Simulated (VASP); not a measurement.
# Pb in VASP: single point with PBE+D4

Aim: the single point of Pb with PBE+D4.

Program: VASP 6.6.1. These are calculated values, not measurements. Logs are shortened: lines on timing, memory, paths and dates and some standing lists are left out, and cuts for length are marked.

## Step 1: The cell of the first run

The cell holds a slab with vacuum, 5 atoms: a = 3.625 Å, b = 3.625 Å, c = 31.235 Å, α = 90.00°, β = 90.00°, γ = 120.00°.

## Step 2: Single point, PBE+D4

INCAR reads:

```
SYSTEM = Pb
PREC = Accurate
ENCUT = 400
EDIFF = 1E-6
ISMEAR = 1
SIGMA = 0.1
LREAL = .False.
LASPH = .True.
NELM = 120
ALGO = Normal
ISIF = 2
LWAVE = .False.
LCHARG = .False.
LDIPOL = .True.
IDIPOL = 3
DIPOL = 0.5 0.5 0.402
GGA = PE
IVDW = 13
NBANDS = 43
GGA_COMPAT = .False.
NELMDL = -8
```

KPOINTS reads:

```
Automatic mesh
0
Gamma
  12 12 1
  0 0 0
```

POSCAR reads:

```
Pb
1.0
    3.6250886865      0.0000000000      0.0000000000
   -1.8125443433      3.1394188934      0.0000000000
    0.0000000000      0.0000000000     31.2347059349
Pb
5
Direct
    0.0000000000      0.0000000000      0.2241096815
    0.6666666667      0.3333333333      0.3138650551
    0.3333333333      0.6666666667      0.4028215007
    0.0000000000      1.0000000000      0.4908193672
    0.6666666667      0.3333333333      0.5785997180
```

Potentials or basis: VASP PAW PBE potentials, release 64 (Pb_d).

Started as:

```bash
$ cat potpaw_PBE.64/Pb_d/POTCAR > POTCAR
$ mpirun -np 1 vasp_std > vasp.out
```

OUTCAR:

```text
SYSTEM = Pb
   PREC = Accurate
   ENCUT = 400
   EDIFF = 1E-6
   ISMEAR = 1
   LREAL = .False.
   LASPH = .True.
   NELM = 120
   ISIF = 2
   GGA = PE
   IVDW = 13
   NELMDL = -8

 ion  position               nearest neighbor table
   1  0.000  0.000  0.224-   2 3.50   2 3.50   2 3.50
   2  0.667  0.333  0.314-   3 3.48   3 3.48   3 3.48   1 3.50   1 3.50   1 3.50
   3  0.333  0.667  0.403-   4 3.45   4 3.45   4 3.45   2 3.48   2 3.48   2 3.48
   4  0.000  0.000  0.491-   5 3.45   5 3.45   5 3.45   3 3.45   3 3.45   3 3.45
   5  0.667  0.333  0.579-   4 3.45   4 3.45   4 3.45

  LATTYP: Found a hexagonal cell.
 ALAT       =     3.6250886865
 C/A-ratio  =     8.6162598039

  Lattice vectors:

 A1 = (   3.6250886865,   0.0000000000,   0.0000000000)
 A2 = (  -1.8125443433,   3.1394188934,   0.0000000000)
 A3 = (   0.0000000000,   0.0000000000,  31.2347059349)

Analysis of symmetry for initial positions (statically):
=====================================================================
 Subroutine PRICEL returns:
 Original cell was already a primitive cell.

 Routine SETGRP: Setting up the symmetry group for a
 hexagonal supercell.

 Subroutine GETGRP returns: Found  6 space group operations
 (whereof  6 operations were pure point group operations)
 out of a pool of 24 trial point group operations.

The static configuration has the point symmetry C_3v.

Analysis of symmetry for dynamics (positions and initial velocities):
=====================================================================
 Subroutine PRICEL returns:
 Original cell was already a primitive cell.

 Routine SETGRP: Setting up the symmetry group for a
 hexagonal supercell.

 Subroutine GETGRP returns: Found  6 space group operations
 (whereof  6 operations were pure point group operations)
 out of a pool of 24 trial point group operations.

The dynamic configuration has the point symmetry C_3v.

 Subroutine INISYM returns: Found  6 space group operations
 (whereof  6 operations are pure point group operations),
 and found     1 'primitive' translations

----------------------------------------------------------------------------------------

                                     Primitive cell

  volume of cell :     355.4719

  direct lattice vectors                    reciprocal lattice vectors
     3.625088686  0.000000000  0.000000000     0.275855320  0.159265143  0.000000000
    -1.812544343  3.139418893  0.000000000     0.000000000  0.318530287  0.000000000
     0.000000000  0.000000000 31.234705935     0.000000000  0.000000000  0.032015669
[... 94 lines left out ...]
   PSTRESS=    0.0 pullay stress
   NELECT =      70.0000    total number of electrons
   NUPDOWN=      -1.0000    fix difference up-down
   EMIN   =  10.00;   EMAX   =-10.00  energy-range for DOS
   EFERMI =   0.00;   METHOD = LEGACY
   ISMEAR =     1;   SIGMA  =   0.10  broadening in eV -4-tet -1-fermi 0-gaus
   EFERMI_NEDOS =   21; number of points for ismear=-14 and -15
   IALGO  =     38    algorithm
   IMIX   =      4    mixing-type and parameters
     AMIX     =   0.40;   BMIX     =  1.00
     AMIX_MAG =   1.60;   BMIX_MAG =  1.00
  volume/ion in A,a.u.               =      71.09       479.77
  Fermi-wavevector in a.u.,A,eV,Ry     =   0.952443  1.799857 12.342498  0.907148
  Thomas-Fermi vector in A             =   2.081006
   LORBIT       =      0    0 simple, 1 ext, 2 COOP (PROOUT), +10 PAW based schemes
   GGA     = PE    functional components
   LHFCALC =     F    Hartree Fock is set to
   AEXX    =    0.0000 exact exchange contribution
   IVDW    =    13    specifies the selected vdW correction
   LEPSILON=     F    determine dielectric tensor
   LRPA    =     F    only Hartree local field effects (RPA)
 non-spin polarized calculation
 Methfessel and Paxton  Order N= 1 SIGMA  =   0.10
  energy-cutoff  :      400.00
  volume of cell :      355.47
 maximum number of plane-waves:      6492
 NGX is ok and might be reduce to    24
   NGX = 11   NGY = 11   NGZ =101

 dipolmoment           0.000000      0.000000     -0.045233 electrons x Angstroem

 number of electron      69.9999971 magnetization

 dipolmoment           0.000000      0.000000      0.000832 electrons x Angstroem

 Free energy of the ion-electron system (eV)
  ---------------------------------------------------
  ext. energy  EPLUGINS =         0.00000000
  ---------------------------------------------------
  free energy    TOTEN  =       -17.37055028 eV

  energy without entropy =      -17.36842372  energy(sigma->0) =      -17.36984143

 E-fermi :   1.0667     XC(G=0):  -4.9399

 val. band max:        1.0190796277   @ k =   0.4167   0.1667   0.0000
 cond. band min:       1.0680935529   @ k =   0.1667   0.0833   0.0000
 fundamental gap:      0.0490139252
 Fermi energy:         1.0667351242

 k-point     1 :       0.0000    0.0000    0.0000
  band No.  band energies     occupation
      1     -16.0785      2.00000
      2     -16.0627      2.00000
      3     -16.0627      2.00000
      4     -16.0600      2.00000
      5     -16.0485      2.00000
      6     -16.0180      2.00000
[... 863 lines left out ...]
     42       3.2237      0.00000
     43       3.9765      0.00000

------------------------ aborting loop because EDIFF is reached ----------------------------------------

 vacuum level on the upper side and lower side of the slab       (xc-potential included)        -0.215        -0.226

  DFT-D4 for vdW energy calculation

  Edisp (eV):   -1.76897

  FORCE on cell =-STRESS in cart. coord.  units (eV):
  Direction    XX          YY          ZZ          XY          YZ          ZX
  --------------------------------------------------------------------------------------
  -------------------------------------------------------------------------------------
  Total      -0.19742    -0.19742    -0.14426     0.00000     0.00000     0.00000
  in kB      -0.88983    -0.88983    -0.65021     0.00000     0.00000     0.00000
  external pressure =       -0.81 kB  Pullay stress =        0.00 kB

 VOLUME and BASIS-vectors are now :
 -----------------------------------------------------------------------------
  energy-cutoff  :      400.00
  volume of cell :      355.47
      direct lattice vectors                 reciprocal lattice vectors
     3.625088686  0.000000000  0.000000000     0.275855320  0.159265143  0.000000000
    -1.812544343  3.139418893  0.000000000     0.000000000  0.318530287  0.000000000
     0.000000000  0.000000000 31.234705935     0.000000000  0.000000000  0.032015669

 POSITION                                       TOTAL-FORCE (eV/Angst)
 -----------------------------------------------------------------------------------
      0.00000      0.00000      7.00000        -0.000000      0.000000      0.026495
      1.81254      1.04647      9.80348        -0.000000      0.000000      0.001167
     -0.00000      2.09295     12.58201        -0.000000      0.000000     -0.036021
      0.00000      0.00000     15.33060         0.000000      0.000000     -0.022855
      1.81254      1.04647     18.07239         0.000000      0.000000      0.031213
 -----------------------------------------------------------------------------------
    total drift:                                0.000000      0.000000     -0.000005

  FREE ENERGIE OF THE ION-ELECTRON SYSTEM (eV)
  ---------------------------------------------------
  free  energy   TOTEN  =       -19.1395172561 eV

  energy  without entropy=      -19.1373906906  energy(sigma->0) =      -19.13880840

 vacuum level on the upper side and lower side of the slab         4.472         4.459
```

Wall time 10 min (1 thread of Intel Xeon 8259CL, shared host); peak memory 0.4 GiB.

What came out:

- Free energy: -19.1395 eV
- Largest force: 0.036 eV/Å
- Band gap on the k mesh: zero (bands 35 and 36 overlap by 4.85 eV)
- Dispersion energy per atom: -0.354 eV

Forces in eV/Å, atoms in the order of the input:
```
Pb   0.000  0.000  0.026
Pb   0.000  0.000  0.001
Pb   0.000  0.000 -0.036
Pb   0.000  0.000 -0.023
Pb   0.000  0.000  0.031
```

Caveat: spin-orbit coupling is left out, which moves the levels of the heavy elements.

The gap in the log of VASP goes by the Fermi energy; the results here count the filled bands.